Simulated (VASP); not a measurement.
Here is a VASP 6.6.1 calculation.

The input INCAR:

```
SYSTEM = Cu
  PREC = Accurate
  ENCUT = 520
  EDIFF = 1E-7
  ISMEAR = 0
  SIGMA = 0.15
  LREAL = .False.
  LASPH = .True.
  NELM = 60
  ALGO = Fast
  ISIF = 2
  LWAVE = .False.
  LCHARG = .False.
  GGA = PE
  NBANDS = 12
```

File KPOINTS:

```
regular mesh
0
Gamma
  24 24 24
  0 0 0
```

Contents of POSCAR:

```
Cu
1.0
   -1.4536617129      1.4536617129      1.4195006627
    1.4536617129     -1.4536617129      1.4195006627
    1.4536617129      1.4536617129     -1.4195006627
Cu
1
Direct
    0.0000000000      0.0000000000      0.0000000000
```

Potentials or basis: VASP PAW PBE potentials, release 64 (Cu).

The run is started by

```console
$ cat potpaw_PBE.64/Cu/POTCAR > POTCAR
$ mpirun -np 1 vasp_std > vasp.out
```

(1) Estimate the pressure.

(2) What does it give for the band gap on the k mesh?

Answers

(1) 0.9 GPa.

(2) zero (an odd number of electrons rules out a gap without spin polarisation).
